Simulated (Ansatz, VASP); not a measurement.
C: VASP beside Ansatz

INCAR

```
SYSTEM = C
PREC = Accurate ; ENCUT = 520
EDIFF = 1E-8 ; ISMEAR = -1
SIGMA = 0.03 ; LREAL = .FALSE.
LASPH = .TRUE. ; NELM = 80
ALGO = Normal ; ISIF = 2
LWAVE = .FALSE. ; LCHARG = .FALSE.
GGA = PE ; LEFG = .TRUE.
NBANDS = 8
```

KPOINTS

```
Automatic mesh
0
G
  16 16 16
  0 0 0
```

Contents of POSCAR:

```
C
1.0
   -1.1930522556      1.1930522556      1.1663094968
    1.1930522556     -1.1930522556      1.1663094968
    1.1930522556      1.1930522556     -1.1663094968
C
1
Direct
    0.0000000000      0.0000000000      0.0000000000
```

Input for Ansatz:

```yaml
crystal:
  lattice:
    - [-1.1930522556, 1.1930522556, 1.1663094968]
    - [1.1930522556, -1.1930522556, 1.1663094968]
    - [1.1930522556, 1.1930522556, -1.1663094968]
  atoms:
    - { symbol: C, position: [0.0, 0.0, 0.0] }
kpoints:
  mp_grid: { grid: [16, 16, 16] }
scf:
  occupations: { method: fermi_dirac, width: 0.03 }
hamiltonian:
  xc: pbe
  pseudopotentials: { kind: paw }
output:
  forces: true
  stress: true
  eigenvalues: true
  efg: { contact_densities: true }
```

Change from the starting cell: z stretched by -1.5 % at fixed volume, PAW files.

Alike in both runs: task electric field gradients; functional PBE; k mesh 16 × 16 × 16; occupations fermi-dirac, width 0.03 eV; no spin polarisation.

|  | VASP | Ansatz |
| --- | --- | --- |
| version | VASP 6.6.1 | Ansatz 0.2.0 |
| potentials or method | VASP PAW PBE potentials, release 64 (C) | PAW with Ansatz's default frozen-core files, scalar-relativistic |
| plane-wave cutoff (eV) | 520 | 420 |
| valence electrons in the cell | 4 | 4 |

Ansatz gave:

```
pressure (GPa)                                                : -0.1
traceless stress, the component that is largest in VASP (GPa) : -4.65
size of Vzz on the site where it differs most (V/Å²)          : 3.4
```

Task: Which values does VASP return?

Result: Pressure (GPa): 0.1; traceless stress, the component that is largest in VASP (GPa): -4.69; size of Vzz on the site where it differs most (V/Å²): 3.6.

With one functional, cell and mesh, what is left measures potentials, basis and numerics.
